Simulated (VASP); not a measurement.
# Os (Fm-3m) in VASP: a series of runs

Runs on Os. Level: PBE. Tasks: electric field gradients, single point.

Everything below comes from runs of VASP 6.6.1. Logs are shortened: lines on timing, memory, paths and dates and some standing lists are left out, and cuts for length are marked.

## 1. The cell of the first run

It takes space group Fm-3m (No. 225, cubic). Conventional cell: a = 3.929 Å, b = 3.929 Å, c = 3.929 Å, α = 90.00°, β = 90.00°, γ = 90.00°. Within 3.7 Å of Os (site symmetry m-3m) lie 12 Os at 2.78 Å.

This isn't the form of Os at room conditions, which is hcp.

## 2. Electric field gradients, PBE (15.16 Å³/atom)

The input, INCAR:

```
PREC = Accurate
ENCUT = 520
EDIFF = 1E-8
ISMEAR = -1
SIGMA = 0.03
LREAL = False
LASPH = True
NELM = 100
ALGO = Normal
ISIF = 2
LWAVE = False
LCHARG = False
GGA = PE
LEFG = True
NBANDS = 10
```

The input, KPOINTS:

```
Automatic mesh
0
Gamma
  14 14 14
```

The input, POSCAR:

```
Os
1.0
    0.0000000000      1.9642586782      1.9642586782
    1.9642586782      0.0000000000      1.9642586782
    1.9642586782      1.9642586782      0.0000000000
Os
1
Direct
    0.0000000000      0.0000000000      0.0000000000
```

Potentials or basis: VASP PAW PBE potentials, release 64 (Os).

The run is started by

```
> cat potpaw_PBE.64/Os/POTCAR > POTCAR
> mpirun -np 1 vasp_std > vasp.out
```

OUTCAR:

```text
PREC = Accurate
   ENCUT = 520
   EDIFF = 1E-8
   ISMEAR = -1
   LREAL = False
   LASPH = True
   NELM = 100
   ISIF = 2
   GGA = PE

 ion  position               nearest neighbor table
   1  0.000  0.000  0.000-

  LATTYP: Found a face centered cubic cell.
 ALAT       =     3.9285173564

  Lattice vectors:

 A1 = (   0.0000000000,   1.9642586782,   1.9642586782)
 A2 = (   1.9642586782,   0.0000000000,   1.9642586782)
 A3 = (   1.9642586782,   1.9642586782,   0.0000000000)

Analysis of symmetry for initial positions (statically):
=====================================================================
 Subroutine PRICEL returns:
 Original cell was already a primitive cell.

 Routine SETGRP: Setting up the symmetry group for a
 face centered cubic supercell.

 Subroutine GETGRP returns: Found 48 space group operations
 (whereof 48 operations were pure point group operations)
 out of a pool of 48 trial point group operations.

The static configuration has the point symmetry O_h .

Analysis of symmetry for dynamics (positions and initial velocities):
=====================================================================
 Subroutine PRICEL returns:
 Original cell was already a primitive cell.

 Routine SETGRP: Setting up the symmetry group for a
 face centered cubic supercell.

 Subroutine GETGRP returns: Found 48 space group operations
 (whereof 48 operations were pure point group operations)
 out of a pool of 48 trial point group operations.

The dynamic configuration has the point symmetry O_h .

 Subroutine INISYM returns: Found 48 space group operations
 (whereof 48 operations are pure point group operations),
 and found     1 'primitive' translations

----------------------------------------------------------------------------------------

                                     Primitive cell

  volume of cell :      15.1574

  direct lattice vectors                    reciprocal lattice vectors
     0.000000000  1.964258678  1.964258678    -0.254548958  0.254548958  0.254548958
     1.964258678  0.000000000  1.964258678     0.254548958 -0.254548958  0.254548958
     1.964258678  1.964258678  0.000000000     0.254548958  0.254548958 -0.254548958

  length of vectors
     2.777881263  2.777881263  2.777881263     0.440891728  0.440891728  0.440891728

  position of ions in fractional coordinates (direct lattice)
     0.000000000  0.000000000  0.000000000

  ion indices of the primitive-cell ions
   primitive index   ion index
                 1           1

----------------------------------------------------------------------------------------

 KPOINTS: Automatic mesh

Automatic generation of k-mesh.
 Grid dimensions read from file:
 generate k-points for:   14   14   14

 Generating k-lattice:

  Cartesian coordinates                     Fractional coordinates (reciprocal lattice)
    -0.018182068  0.018182068  0.018182068     0.071428571  0.000000000  0.000000000
     0.018182068 -0.018182068  0.018182068     0.000000000  0.071428571  0.000000000
     0.018182068  0.018182068 -0.018182068     0.000000000  0.000000000  0.071428571

  Length of vectors
     0.031492266  0.031492266  0.031492266

  Shift w.r.t. Gamma in fractional coordinates (k-lattice)
     0.000000000  0.000000000  0.000000000

 Subroutine IBZKPT returns following result:
 ===========================================

 Found    104 irreducible k-points:

 Following reciprocal coordinates:
            Coordinates               Weight
  0.000000  0.000000  0.000000      1.000000
  0.071429  0.000000  0.000000      8.000000
  0.142857  0.000000  0.000000      8.000000
  0.214286  0.000000  0.000000      8.000000
  0.285714  0.000000  0.000000      8.000000
  0.357143  0.000000  0.000000      8.000000
[... 16 lines left out ...]
  0.214286  0.142857  0.000000     24.000000
  0.285714  0.142857  0.000000     24.000000
 [... further k-points ...]
   k-points           NKPTS =    104   k-points in BZ     NKDIM =    104   number of bands    NBANDS=     10
   number of dos      NEDOS =    301   number of ions     NIONS =      1
   total plane-waves  NPLWV =  13824
   dimension x,y,z NGX =    24 NGY =   24 NGZ =   24
   dimension x,y,z NGXF=    48 NGYF=   48 NGZF=   48
   ions per type =               1
   NGX,Y,Z   is equivalent  to a cutoff of  14.36, 14.36, 14.36 a.u.
   NGXF,Y,Z  is equivalent  to a cutoff of  28.73, 28.73, 28.73 a.u.
 SYSTEM =  unknown system
   PREC   = accura    normal or accurate (medium, high low for compatibility)
   ISTART =      0    job   : 0-new  1-cont  2-samecut
   ICHARG =      2    charge: 1-file 2-atom 10-const
   ISPIN  =      1    spin polarized calculation?
   LNONCOLLINEAR =      F non collinear calculations
   LSORBIT =      F    spin-orbit coupling
   LASPH  =      T    aspherical Exc in radial PAW
   ENCUT  =  520.0 eV  38.22 Ry    6.18 a.u.   5.17  5.17  5.17*2*pi/ulx,y,z
   NELM   =    100;   NELMIN=  2; NELMDL= -5     # of ELM steps
   EDIFF  = 0.1E-07   stopping-criterion for ELM
   LREAL  =      F    real-space projection
   EDIFFG = 0.1E-06   stopping-criterion for IOM
   NSW    =      0    number of steps for IOM
   IBRION =     -1    ionic relax: 0-MD 1-quasi-New 2-CG
   NFREE  =      0    steps in history (QN), initial steepest desc. (CG)
   ISIF   =      2    stress and relaxation
   ISYM   =      2    0-nonsym 1-usesym 2-fastsym
   POTIM  = 0.5000    time-step for ionic-motion
   TEBEG  =    0.0;   TEEND  =   0.0 temperature during run
   PSTRESS=    0.0 pullay stress
   NELECT =       8.0000    total number of electrons
   NUPDOWN=      -1.0000    fix difference up-down
   EMIN   =  10.00;   EMAX   =-10.00  energy-range for DOS
   EFERMI =   0.00;   METHOD = LEGACY
   ISMEAR =    -1;   SIGMA  =   0.03  broadening in eV -4-tet -1-fermi 0-gaus
   EFERMI_NEDOS =   21; number of points for ismear=-14 and -15
   IALGO  =     38    algorithm
   IMIX   =      4    mixing-type and parameters
     AMIX     =   0.40;   BMIX     =  1.00
     AMIX_MAG =   1.60;   BMIX_MAG =  1.00
  volume/ion in A,a.u.               =      15.16       102.29
  Fermi-wavevector in a.u.,A,eV,Ry     =   1.323009  2.500125 23.814998  1.750353
  Thomas-Fermi vector in A             =   2.452648
   LORBIT       =      0    0 simple, 1 ext, 2 COOP (PROOUT), +10 PAW based schemes
   GGA     = PE    functional components
   LHFCALC =     F    Hartree Fock is set to
   AEXX    =    0.0000 exact exchange contribution
   IVDW    =     0    specifies the selected vdW correction
   LEPSILON=     F    determine dielectric tensor
   LRPA    =     F    only Hartree local field effects (RPA)
 non-spin polarized calculation
  energy-cutoff  :      520.00
  volume of cell :       15.16
 maximum number of plane-waves:       420
 NGX is ok and might be reduce to    24
   NGX = 11   NGY = 11   NGZ = 11

 number of electron       8.0000001 magnetization

 Free energy of the ion-electron system (eV)
  ---------------------------------------------------
  ext. energy  EPLUGINS =         0.00000000
  ---------------------------------------------------
  free energy    TOTEN  =       -11.05276031 eV

  energy without entropy =      -11.04803386  energy(sigma->0) =      -11.05039709

 E-fermi :   8.1391     XC(G=0): -13.5969

 val. band max:        8.1387396840   @ k =   0.3571   0.2857   0.0714
 cond. band min:       8.1445021509   @ k =  -0.4286   0.3571   0.1429
 fundamental gap:      0.0057624670
 Fermi energy:         8.1391087985

 k-point     1 :       0.0000    0.0000    0.0000
  band No.  band energies     occupation
      1      -1.9310      2.00000
      2       5.5114      2.00000
      3       5.5114      2.00000
      4       5.5114      2.00000
      5       8.1995      0.23601
      6       8.1995      0.23601
      7      22.4707      0.00000
      8      27.8157      0.00000
      9      27.8157      0.00000
     10      27.8157      0.00000

 k-point     2 :       0.0714    0.0000    0.0000
  band No.  band energies     occupation
      1      -1.7127      2.00000
      2       5.3857      2.00000
      3       5.6080      2.00000
      4       5.6080      2.00000
      5       8.1345      1.07722
      6       8.1345      1.07721
      7      22.8646      0.00000
      8      26.7144      0.00000
      9      28.1920      0.00000
     10      28.1920      0.00000

 k-point     3 :       0.1429    0.0000    0.0000
  band No.  band energies     occupation
      1      -1.0949      2.00000
      2       5.0939      2.00000
      3       5.8314      2.00000
      4       5.8314      2.00000
      5       8.0314      1.94633
      6       8.0314      1.94633
      7      23.8458      0.00000
      8      24.8962      0.00000
      9      29.2663      0.00000
     10      29.2663      0.00000

 k-point     4 :       0.2143    0.0000    0.0000
  band No.  band energies     occupation
      1      -0.2152      2.00000
      2       4.8686      2.00000
      3       5.9679      2.00000
      4       5.9679      2.00000
      5       8.1541      0.75540
      6       8.1541      0.75540
      7      22.9125      0.00000
      8      25.0314      0.00000
      9      30.8674      0.00000
     10      30.8674      0.00000
[... 222 lines left out ...]
 k-point    22 :       0.1429    0.1429    0.0000
  band No.  band energies     occupation
      1      -0.8091      2.00000
      2       4.6702      2.00000
      3       6.1792      2.00000
      4       6.1792      2.00000
      5       7.2204      2.00000
      6       8.5466      0.00000
      7      24.4750      0.00000
      8      26.1606      0.00000
      9      28.0709      0.00000
     10      28.0709      0.00000

 k-point    23 :       0.2143    0.1429    0.0000
  band No.  band energies     occupation
      1      -0.1248      2.00000
      2       4.3202      2.00000
      3       6.2866      2.00000
      4       6.4908      2.00000
      5       7.1372      2.00000
      6       8.7450      0.00000
      7      25.0061      0.00000
      8      25.5780      0.00000
      9      28.1418      0.00000
     10      28.7007      0.00000

 k-point    24 :       0.2857    0.1429    0.0000
  band No.  band energies     occupation
      1       0.7485      2.00000
      2       4.1160      2.00000
      3       5.8349      2.00000
      4       6.6072      2.00000
      5       7.9112      1.99900
      6       9.1520      0.00000
      7      23.1725      0.00000
      8      26.1114      0.00000
      9      28.1145      0.00000
     10      29.0341      0.00000

 [... further k-points ...]

------------------------ aborting loop because EDIFF is reached ----------------------------------------

  FORCE on cell =-STRESS in cart. coord.  units (eV):
  Direction    XX          YY          ZZ          XY          YZ          ZX
  --------------------------------------------------------------------------------------
  -------------------------------------------------------------------------------------
  Total       -1.8258813     -1.8258813     -1.8258813     -0.0000000      0.0000000      0.0000000
  in kB     -192.9998985   -192.9998985   -192.9998985     -0.0000000      0.0000000      0.0000000
  external PRESSURE =    -192.9998985 kB  Pullay stress =       0.0000000 kB

 VOLUME and BASIS-vectors are now :
 -----------------------------------------------------------------------------
  energy-cutoff  :      520.00
  volume of cell :       15.16
      direct lattice vectors                 reciprocal lattice vectors
     0.000000000  1.964258678  1.964258678    -0.254548958  0.254548958  0.254548958
     1.964258678  0.000000000  1.964258678     0.254548958 -0.254548958  0.254548958
     1.964258678  1.964258678  0.000000000     0.254548958  0.254548958 -0.254548958

 POSITION                                       TOTAL-FORCE (eV/Angst)
 -----------------------------------------------------------------------------------
      0.00000      0.00000      0.00000         0.000000      0.000000      0.000000
 -----------------------------------------------------------------------------------
    total drift:                               -0.000000      0.000000      0.000000

  FREE ENERGIE OF THE ION-ELECTRON SYSTEM (eV)
  ---------------------------------------------------
  free  energy   TOTEN  =       -11.0527603129 eV

  energy  without entropy=      -11.0480338578  energy(sigma->0) =      -11.05039709

 Electric field gradients (V/A^2)
---------------------------------------------------------------------
 ion       V_xx      V_yy      V_zz      V_xy      V_xz      V_yz
---------------------------------------------------------------------
   1      -0.000    -0.000     0.000     0.000     0.000     0.000
---------------------------------------------------------------------

 Electric field gradients after diagonalization (V/A^2)
 (convention: |V_zz| > |V_xx| > |V_yy|)
----------------------------------------------------------------------
 ion       V_xx      V_yy      V_zz     asymmetry (V_yy - V_xx)/ V_zz
----------------------------------------------------------------------
   1      -0.000    -0.000     0.000       0.000
----------------------------------------------------------------------

           NMR quadrupolar parameters

 Cq : quadrupolar parameter    Cq=e*Q*V_zz/h
 eta: asymmetry parameters     (V_yy - V_xx)/ V_zz
 Q  : nuclear electric quadrupole moment in mb (millibarn)
----------------------------------------------------------------------
 ion       Cq(MHz)       eta       Q (mb)
----------------------------------------------------------------------
   1       0.000       0.000       1.000
----------------------------------------------------------------------
```

Wall time 26 s (1 thread of AMD EPYC 7R13, shared host); peak memory 0.12 GiB.

What came out:

```yaml
Free_energy: -11.0528 eV
Pressure: -19.3 GPa
Band_gap_on_the_k_mesh: zero (bands 4 and 5 overlap by 3.39 eV)
Largest_electric_field_gradient_by_atom: zero within the noise of the run
```

Levels at points of the mesh, in eV from the Fermi level:
| k point | band 2 | band 3 | band 4 | band 5 | band 6 | band 7 |
| --- | --- | --- | --- | --- | --- | --- |
| (0.00, 0.00, 0.00) | -2.63 | -2.63 | -2.63 | 0.06 | 0.06 | 14.33 |
| (0.50, 0.00, 0.00) | -2.76 | -2.76 | -0.14 | 2.19 | 2.19 | 8.06 |
| (0.50, 0.50, 0.00) | -6.10 | 2.14 | 2.24 | 2.79 | 2.79 | 11.06 |

Caveat: the cell stands under tension; spin-orbit coupling is left out, which moves the levels of the heavy elements.

[end of part 1 of 2]
